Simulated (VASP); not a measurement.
# SnH5 (P6/mmm) in VASP: relaxation of cell and atoms with PBE

Aim: the relaxation of cell and atoms of SnH5 with PBE.

Everything below comes from runs of VASP 6.6.1. Logs are shortened: lines on timing, memory, paths and dates and some standing lists are left out, and cuts for length are marked.

## (1) The cell of the first run

It takes space group P6/mmm (No. 191, hexagonal). Conventional cell: a = 4.057 Å, b = 4.057 Å, c = 4.137 Å, α = 90.00°, β = 90.00°, γ = 120.00°. Sn (site symmetry 6/mmm) has 2 H at 2.07 Å within 2.7 Å. H (site symmetry 3m) has 1 H at 0.77 Å within 1.0 Å. H (site symmetry 6/mmm) has 2 Sn at 2.07 Å and 12 H at 2.37 Å within 2.7 Å.

The cell was generated, and may not be a known phase.

## (2) Relaxation of cell and atoms, PBE

The input, INCAR:

```
SYSTEM = SnH5
PREC     = Accurate       ! precision mode
ENCUT    = 600            ! plane-wave cutoff, eV
EDIFF    = 1E-7           ! SCF threshold, eV
ISMEAR   = 0              ! smearing method
SIGMA    = 0.1            ! smearing width, eV
LREAL    = .FALSE.        ! projectors in reciprocal space
LASPH    = .TRUE.         ! aspherical terms in the spheres
NELM     = 100            ! most SCF steps
ALGO     = Normal         ! electronic algorithm
ISIF     = 3              ! what is computed and relaxed
LWAVE    = .FALSE.        ! write WAVECAR
LCHARG   = .FALSE.        ! write CHGCAR
GGA      = PE             ! functional
IBRION   = 2              ! ionic algorithm
NSW      = 100            ! ionic steps
EDIFFG   = -0.01          ! ionic threshold
```

The input, KPOINTS:

```
regular mesh
0
G
  12 12 10
  0 0 0
```

The input, POSCAR:

```
SnH5
1.0
    4.0572860897      0.0000000000      0.0000000000
   -2.0286430448      3.5137128241      0.0000000000
    0.0000000000      0.0000000000      4.1365619910
Sn H
1 5
Direct
    0.0000000000      0.0000000000      0.5000000000
    0.6666666667      0.3333333333      0.9071585945
    0.0000000000      0.0000000000      0.0000000000
    0.6666666667      0.3333333333      0.0928414055
    0.3333333333      0.6666666667      0.0928414055
    0.3333333333      0.6666666667      0.9071585945
```

Potentials or basis: VASP PAW PBE potentials, release 64 (Sn_d, H).

Run with:

```sh
cat potpaw_PBE.64/Sn_d/POTCAR potpaw_PBE.64/H/POTCAR > POTCAR
mpirun -np 1 vasp_std > vasp.out
```

OUTCAR:

```text
SYSTEM = SnH5
   PREC = Accurate
   ENCUT = 600
   EDIFF = 1E-7
   ISMEAR = 0
   LREAL = .FALSE.
   LASPH = .TRUE.
   NELM = 100
   ISIF = 3
   GGA = PE
   IBRION = 2
   NSW = 100
   EDIFFG = -0.01

 ion  position               nearest neighbor table
   1  0.000  0.000  0.500-   3 2.07   3 2.07
   2  0.667  0.333  0.907-   4 0.77
   3  0.000  0.000  0.000-   1 2.07   1 2.07
   4  0.667  0.333  0.093-   2 0.77
   5  0.333  0.667  0.093-   6 0.77
   6  0.333  0.667  0.907-   5 0.77

  LATTYP: Found a hexagonal cell.
 ALAT       =     4.0572860897
 C/A-ratio  =     1.0195391450

  Lattice vectors:

 A1 = (   4.0572860897,   0.0000000000,   0.0000000000)
 A2 = (  -2.0286430448,   3.5137128241,   0.0000000000)
 A3 = (   0.0000000000,   0.0000000000,   4.1365619910)

Analysis of symmetry for initial positions (statically):
=====================================================================
 Subroutine PRICEL returns:
 Original cell was already a primitive cell.

 Routine SETGRP: Setting up the symmetry group for a
 hexagonal supercell.

 Subroutine GETGRP returns: Found 24 space group operations
 (whereof 24 operations were pure point group operations)
 out of a pool of 24 trial point group operations.

The static configuration has the point symmetry D_6h.

Analysis of symmetry for dynamics (positions and initial velocities):
=====================================================================
 Subroutine PRICEL returns:
 Original cell was already a primitive cell.

 Routine SETGRP: Setting up the symmetry group for a
 hexagonal supercell.

 Subroutine GETGRP returns: Found 24 space group operations
 (whereof 24 operations were pure point group operations)
 out of a pool of 24 trial point group operations.

The dynamic configuration has the point symmetry D_6h.

 Subroutine INISYM returns: Found 24 space group operations
 (whereof 24 operations are pure point group operations),
 and found     1 'primitive' translations

----------------------------------------------------------------------------------------

                                     Primitive cell

  volume of cell :      58.9714

  direct lattice vectors                    reciprocal lattice vectors
     4.057286090  0.000000000  0.000000000     0.246470172  0.142299620  0.000000000
    -2.028643045  3.513712824  0.000000000     0.000000000  0.284599240  0.000000000
     0.000000000  0.000000000  4.136561991     0.000000000  0.000000000  0.241746649

  length of vectors
     4.057286090  4.057286090  4.136561991     0.284599240  0.284599240  0.241746649

  position of ions in fractional coordinates (direct lattice)
     0.000000000  0.000000000  0.500000000
     0.666666667  0.333333333  0.907158594
     0.000000000  0.000000000  0.000000000
     0.666666667  0.333333333  0.092841406
     0.333333333  0.666666667  0.092841406
     0.333333333  0.666666667  0.907158594

  ion indices of the primitive-cell ions
   primitive index   ion index
                 1           1
                 2           2
                 3           3
                 4           4
                 5           5
                 6           6

----------------------------------------------------------------------------------------

 KPOINTS: regular mesh

Automatic generation of k-mesh.
 Grid dimensions read from file:
 generate k-points for:   12   12   10

 Generating k-lattice:

  Cartesian coordinates                     Fractional coordinates (reciprocal lattice)
     0.020539181  0.011858302  0.000000000     0.083333333  0.000000000  0.000000000
     0.000000000  0.023716603  0.000000000     0.000000000  0.083333333  0.000000000
     0.000000000  0.000000000  0.024174665     0.000000000  0.000000000  0.100000000

  Length of vectors
     0.023716603  0.023716603  0.024174665

  Shift w.r.t. Gamma in fractional coordinates (k-lattice)
     0.000000000  0.000000000  0.000000000

 Subroutine IBZKPT returns following result:
 ===========================================

 Found    114 irreducible k-points:

 Following reciprocal coordinates:
            Coordinates               Weight
  0.000000  0.000000  0.000000      1.000000
  0.083333  0.000000  0.000000      6.000000
  0.166667  0.000000  0.000000      6.000000
  0.250000 -0.000000  0.000000      6.000000
  0.333333  0.000000  0.000000      6.000000
  0.416667 -0.000000  0.000000      6.000000
[... 16 lines left out ...]
  0.250000 -0.000000  0.100000     12.000000
  0.333333  0.000000  0.100000     12.000000
 [... further k-points ...]
   k-points           NKPTS =    114   k-points in BZ     NKDIM =    114   number of bands    NBANDS=     13
   number of dos      NEDOS =    301   number of ions     NIONS =      6
   total plane-waves  NPLWV =  36864
   dimension x,y,z NGX =    32 NGY =   32 NGZ =   36
   dimension x,y,z NGXF=    64 NGYF=   64 NGZF=   72
   ions per type =               1   5
   NGX,Y,Z   is equivalent  to a cutoff of  13.11, 13.11, 14.47 a.u.
   NGXF,Y,Z  is equivalent  to a cutoff of  26.22, 26.22, 28.94 a.u.
 SYSTEM =  SnH5
   PREC   = accura    normal or accurate (medium, high low for compatibility)
   ISTART =      0    job   : 0-new  1-cont  2-samecut
   ICHARG =      2    charge: 1-file 2-atom 10-const
   ISPIN  =      1    spin polarized calculation?
   LNONCOLLINEAR =      F non collinear calculations
   LSORBIT =      F    spin-orbit coupling
   LASPH  =      T    aspherical Exc in radial PAW
   ENCUT  =  600.0 eV  44.10 Ry    6.64 a.u.   8.10  8.10  8.26*2*pi/ulx,y,z
   NELM   =    100;   NELMIN=  2; NELMDL= -5     # of ELM steps
   EDIFF  = 0.1E-06   stopping-criterion for ELM
   LREAL  =      F    real-space projection
   EDIFFG = -.1E-01   stopping-criterion for IOM
   NSW    =    100    number of steps for IOM
   IBRION =      2    ionic relax: 0-MD 1-quasi-New 2-CG
   NFREE  =      1    steps in history (QN), initial steepest desc. (CG)
   ISIF   =      3    stress and relaxation
   ISYM   =      2    0-nonsym 1-usesym 2-fastsym
   POTIM  = 0.5000    time-step for ionic-motion
   TEBEG  =    0.0;   TEEND  =   0.0 temperature during run
   PSTRESS=    0.0 pullay stress
   NELECT =      19.0000    total number of electrons
   NUPDOWN=      -1.0000    fix difference up-down
   EMIN   =  10.00;   EMAX   =-10.00  energy-range for DOS
   EFERMI =   0.00;   METHOD = LEGACY
   ISMEAR =     0;   SIGMA  =   0.10  broadening in eV -4-tet -1-fermi 0-gaus
   EFERMI_NEDOS =   21; number of points for ismear=-14 and -15
   IALGO  =     38    algorithm
   IMIX   =      4    mixing-type and parameters
     AMIX     =   0.40;   BMIX     =  1.00
     AMIX_MAG =   1.60;   BMIX_MAG =  1.00
  volume/ion in A,a.u.               =       9.83        66.33
  Fermi-wavevector in a.u.,A,eV,Ry     =   1.122308  2.120855 17.137574  1.259576
  Thomas-Fermi vector in A             =   2.258968
   LORBIT       =      0    0 simple, 1 ext, 2 COOP (PROOUT), +10 PAW based schemes
   GGA     = PE    functional components
   LHFCALC =     F    Hartree Fock is set to
   AEXX    =    0.0000 exact exchange contribution
   IVDW    =     0    specifies the selected vdW correction
   LEPSILON=     F    determine dielectric tensor
   LRPA    =     F    only Hartree local field effects (RPA)
 conjugate gradient relaxation of ions
 non-spin polarized calculation
 Gauss-broadening in eV      SIGMA  =   0.10
  energy-cutoff  :      600.00
  volume of cell :       58.97
 maximum number of plane-waves:      1982
   NGX = 17   NGY = 17   NGZ = 17

--------------------------------------- Ionic step        1  -------------------------------------------

 number of electron      18.9999996 magnetization

 Free energy of the ion-electron system (eV)
  ---------------------------------------------------
  ext. energy  EPLUGINS =         0.00000000
  ---------------------------------------------------
  free energy    TOTEN  =       -18.70005643 eV

  energy without entropy =      -18.69554952  energy(sigma->0) =      -18.69780298

------------------------ aborting loop because EDIFF is reached ----------------------------------------

  FORCE on cell =-STRESS in cart. coord.  units (eV):
  Direction    XX          YY          ZZ          XY          YZ          ZX
  --------------------------------------------------------------------------------------
  -------------------------------------------------------------------------------------
  Total       -0.1845865     -0.1845865      0.0728769     -0.0000000      0.0000000      0.0000000
  in kB       -5.0149786     -5.0149786      1.9799717     -0.0000000      0.0000000      0.0000000
  external PRESSURE =      -2.6833285 kB  Pullay stress =       0.0000000 kB
[... 265 lines left out ...]
  energy  without entropy=      -18.6985382816  energy(sigma->0) =      -18.70069832

--------------------------------------- Ionic step        8  -------------------------------------------

 number of electron      19.0000002 magnetization

 Free energy of the ion-electron system (eV)
  ---------------------------------------------------
  ext. energy  EPLUGINS =         0.00000000
  ---------------------------------------------------
  free energy    TOTEN  =       -18.70288977 eV

  energy without entropy =      -18.69854704  energy(sigma->0) =      -18.70071841

 E-fermi :   3.2404     XC(G=0):  -9.0223

 val. band max:        3.2305116456   @ k =   0.4167   0.1667   0.1000
 cond. band min:       3.2946554174   @ k =   0.1667   0.0000   0.0000
 fundamental gap:      0.0641437719
 Fermi energy:         3.2403502776

 k-point     1 :       0.0000    0.0000    0.0000
  band No.  band energies     occupation
      1     -18.5793      2.00000
      2     -18.5793      2.00000
      3     -18.4873      2.00000
      4     -18.4613      2.00000
      5     -18.4613      2.00000
      6      -7.5749      2.00000
      7      -1.6244      2.00000
      8      -1.3937      2.00000
      9       2.9645      1.99990
     10       3.1890      1.53191
     11       5.9917      0.00000
     12       5.9917      0.00000
     13      10.1099      0.00000
[... 353 lines left out ...]
 k-point    24 :       0.3333    0.0000    0.1000
  band No.  band energies     occupation
      1     -18.5814      2.00000
      2     -18.5609      2.00000
      3     -18.4729      2.00000
      4     -18.4697      2.00000
      5     -18.4637      2.00000
      6      -6.2891      2.00000
      7      -3.1896      2.00000
      8      -1.9808      2.00000
      9       1.9203      2.00000
     10       4.2758      0.00000
     11       4.6261      0.00000
     12       5.7054      0.00000
     13       9.2296      0.00000

 [... further k-points ...]

------------------------ aborting loop because EDIFF is reached ----------------------------------------

  FORCE on cell =-STRESS in cart. coord.  units (eV):
  Direction    XX          YY          ZZ          XY          YZ          ZX
  --------------------------------------------------------------------------------------
  -------------------------------------------------------------------------------------
  Total        0.0133607      0.0133607     -0.0197873      0.0000000      0.0000000      0.0000000
  in kB        0.3730719      0.3730719     -0.5525212      0.0000000      0.0000000      0.0000000
  external PRESSURE =       0.0645408 kB  Pullay stress =       0.0000000 kB
[... 21 lines left out ...]
  FREE ENERGIE OF THE ION-ELECTRON SYSTEM (eV)
  ---------------------------------------------------
  free  energy   TOTEN  =       -18.7028897724 eV

  energy  without entropy=      -18.6985470419  energy(sigma->0) =      -18.70071841

 reached required accuracy - stopping structural energy minimisation
```

Wall time 4.6 min (1 thread of Intel Xeon Platinum 8488C (Sapphire Rapids), shared host); peak memory 0.27 GiB.

What came out:

| Quantity | Value |
| --- | --- |
| Free energy | -18.7029 eV |
| Relaxed volume | 9.56 Å³/atom |
| Relaxed cell | a = 4.008 Å, b = 4.008 Å, c = 4.124 Å, α = 90.00°, β = 90.00°, γ = 120.00° |
| Space group after relaxing (to 0.1 Å) | P6/mmm (No. 191) |
| Energy gained by relaxing | 0.5 meV/atom |
| Ionic steps | 8 |
| Pressure after relaxing | 0.0 GPa |
| Largest force after relaxing | 0.008 eV/Å |
| Band gap on the k mesh | zero (an odd number of electrons rules out a gap without spin polarisation) |

Forces on the atoms (eV/Å):
```
Sn   0.000  0.000  0.000
H    0.000  0.000 -0.008
H    0.000  0.000  0.000
H    0.000  0.000  0.008
H    0.000  0.000  0.008
H    0.000  0.000 -0.008
```

The path:
```csv
step,energy change (eV),largest force (eV/Å),pressure (GPa),volume (Å³)
1,0.0000,0.1153,-0.27,58.97
2,0.0005,0.1919,-0.77,58.83
3,-0.0007,0.0182,-0.49,58.91
4,-0.0013,0.0168,-0.39,58.65
5,-0.0025,0.0117,-0.11,57.89
6,-0.0026,0.0094,0.02,57.56
7,-0.0028,0.0033,0.01,57.50
8,-0.0028,0.0084,0.01,57.38
```

Final structure:
```cif
data_structure
_symmetry_space_group_name_H-M 'P 1'
_symmetry_Int_Tables_number 1
_cell_length_a 4.0084
_cell_length_b 4.0084
_cell_length_c 4.1236
_cell_angle_alpha 90.000
_cell_angle_beta 90.000
_cell_angle_gamma 120.000
_cell_volume 57.38
loop_
_atom_site_label
_atom_site_type_symbol
_atom_site_fract_x
_atom_site_fract_y
_atom_site_fract_z
_atom_site_occupancy
Sn1 Sn 0.00000 0.00000 0.50000 1
H1 H 0.66667 0.33333 0.90633 1
H2 H 0.00000 0.00000 0.00000 1
H3 H 0.66667 0.33333 0.09367 1
H4 H 0.33333 0.66667 0.09367 1
H5 H 0.33333 0.66667 0.90633 1
```

Caveat: spin-orbit coupling is left out, which moves the levels of the heavy elements; an odd number of electrons without spin polarisation forces a metal; a magnetic or distorted state may lie lower.

The gap in the log of VASP goes by the Fermi energy; the results here count the filled bands.